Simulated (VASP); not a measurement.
A run of VASP 6.6.1 is set up as follows.

File POSCAR:

```
Hf
1.0
    0.0000000000      2.3088000000      2.3976000000
    2.3088000000      0.0000000000      2.3976000000
    2.3088000000      2.3088000000      0.0000000000
Hf
1
Direct
    0.0000000000      0.0000000000      0.0000000000
```

The input INCAR.step1:

```
SYSTEM = Hf
PREC     = Accurate       ! precision mode
ENCUT    = 520            ! plane-wave cutoff, eV
ISMEAR   = 0              ! smearing method
SIGMA    = 0.15           ! smearing width, eV
LREAL    = .False.        ! projectors in reciprocal space
LASPH    = .True.         ! aspherical terms in the spheres
NELM     = 60             ! most SCF steps
NBANDS   = 11             ! bands
GGA      = PE             ! functional
ALGO     = Normal         ! electronic algorithm
EDIFF    = 1E-4           ! SCF threshold, eV
LWAVE    = .True.         ! write WAVECAR
LCHARG   = .False.        ! write CHGCAR
```

Contents of INCAR.step2:

```
SYSTEM = Hf
PREC     = Accurate       ! precision mode
ENCUT    = 520            ! plane-wave cutoff, eV
EDIFF    = 1E-7           ! SCF threshold, eV
ISMEAR   = 0              ! smearing method
SIGMA    = 0.15           ! smearing width, eV
LREAL    = .False.        ! projectors in reciprocal space
LASPH    = .True.         ! aspherical terms in the spheres
NELM     = 60             ! most SCF steps
ALGO     = Normal         ! electronic algorithm
ISIF     = 2              ! what is computed and relaxed
LWAVE    = .False.        ! write WAVECAR
LCHARG   = .True.         ! write CHGCAR
METAGGA  = R2SCAN         ! meta-GGA
LMIXTAU  = .True.       
LELF     = .True.         ! ELF
LVHAR    = .True.       
NBANDS   = 11             ! bands
ISTART   = 1
```

Contents of KPOINTS:

```
Automatic mesh
0
Gamma
  18 18 18
  0 0 0
```

Potentials or basis: VASP PAW PBE potentials, release 64 (Hf_pv).

The run is started by

```console
$ cat potpaw_PBE.64/Hf_pv/POTCAR > POTCAR
$ cp INCAR.step1 INCAR
$ mpirun -np 1 vasp_std > vasp.out
$ cp INCAR.step2 INCAR
$ mpirun -np 1 vasp_std > vasp.out
```

(1) Predict the band gap on the k mesh.

(2) Predict the pressure.

## Answers

(1) zero (bands 5 and 6 overlap by 1.88 eV).

(2) -11.6 GPa.

Caveat: the cell differs from its parent crystal (strain +0.040 along x and y, +0.080 along z); the cell stands under tension; the PAW data sets were made with another functional, which shifts forces and pressure a little; spin-orbit coupling is left out, which moves the levels of the heavy elements.
